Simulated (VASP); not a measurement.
Set up this calculation in VASP 6.6.1, as the native input.

```yaml
Task: relaxation of cell and atoms
Functional: PBEsol
Potentials_or_basis: VASP PAW PBE potentials, release 64 (Cd, Te)
Cutoff: 600 eV
k_mesh: 6 × 6 × 6
Occupations: gaussian, width 0.01 eV
Spin: no spin polarisation
Dipole_correction: no
Further_INCAR_settings: ALGO = Normal; EDIFF = 1e-07; IBRION = 2; EDIFFG = -0.005; NSW = 100; ISIF = 3
```

The structure of CdTe lies in POSCAR:

```
CdTe
1.0
    0.0000000000      3.2050000000      3.2050000000
    3.2050000000      0.0000000000      3.2050000000
    3.2050000000      3.2050000000      0.0000000000
Cd Te
1 1
Direct
    0.0000000000      0.0000000000      0.0000000000
    0.7500000000      0.7500000000      0.7500000000
```

The input as run:

INCAR

```
SYSTEM = CdTe
ALGO = Normal
EDIFF = 1E-7
EDIFFG = -0.005
ENCUT = 600
GGA = PS
IBRION = 2
ISIF = 3
ISMEAR = 0
LASPH = .TRUE.
LCHARG = .FALSE.
LREAL = .FALSE.
LWAVE = .FALSE.
NELM = 60
NSW = 100
PREC = Accurate
SIGMA = 0.01
```

KPOINTS

```
k-points
0
G
  6 6 6
  0 0 0
```

Potentials or basis: VASP PAW PBE potentials, release 64 (Cd, Te).

Launch:

```sh
$ cat potpaw_PBE.64/Cd/POTCAR potpaw_PBE.64/Te/POTCAR > POTCAR
$ mpirun -np 1 vasp_std > vasp.out
```

Results of the run:

* Relaxed volume: 34.27 Å³/atom
* Relaxed cell: a = 4.594 Å, b = 4.594 Å, c = 4.594 Å, α = 60.00°, β = 60.00°, γ = 60.00°
* Space group after relaxing (to 0.05 Å): F-43m (No. 216)
* Energy gained by relaxing: 7.4 meV/atom
* Ionic steps: 3
* Pressure after relaxing: 0.0 GPa
* Band gap on the k mesh: 0.64 eV, direct

Caveat: the PAW data sets were made with another functional, which shifts forces and pressure a little; spin-orbit coupling is left out, which moves the levels of the heavy elements.

Run time: 37 s on 1 thread of Intel(R) Xeon(R) Platinum 8488C (Sapphire Rapids) (shared host), peak memory 0.22 GiB.
